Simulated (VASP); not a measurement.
**NaH: single point with RPBE**

The system is NaH.

```xyz
2
Lattice="0.0000 2.4629 2.4629 2.4629 0.0000 2.4629 2.4629 2.4629 0.0000" Properties=species:S:1:pos:R:3 pbc="T T T"
Na    0.0000    0.0000    0.0000
H     2.4629    2.4629    2.4629
```

```json
{
  "Program": "VASP 6.6.1",
  "Task": "single point",
  "Functional": "RPBE",
  "Potentials or basis": "VASP PAW PBE potentials, release 64 (Na_pv, H)",
  "Cutoff": "520 eV",
  "k mesh": "8 × 8 × 8",
  "Occupations": "fermi-dirac, width 0.01 eV",
  "Spin": "no spin polarisation"
}
```

| Item | Value |
| --- | --- |
| Pressure | 0.0 GPa |
| Band gap on the k mesh | 3.88 eV, indirect (least direct gap 4.67 eV) |

Levels at points of the mesh, in eV from the valence-band top:
```csv
k point,band 1,band 2,band 3,band 4,band 5,band 6,band 7,band 8
"(0.00, 0.00, 0.00)",-22.19,-22.19,-22.19,-3.36,10.02,15.40,15.40,15.40
"(0.50, 0.00, 0.00)",-22.26,-22.20,-22.20,-0.79,3.88,10.56,13.17,13.17
"(0.50, 0.50, 0.00)",-22.26,-22.22,-22.22,-0.16,4.73,10.04,10.51,10.51
```

Wall time 17 s on 1 thread of AMD EPYC 7R43 64-Core Processor (Zen 3) (shared host), peak memory 0.11 GiB.

Caveat: the PAW data sets were made with another functional, which shifts forces and pressure a little. A k mesh can miss the band edges.
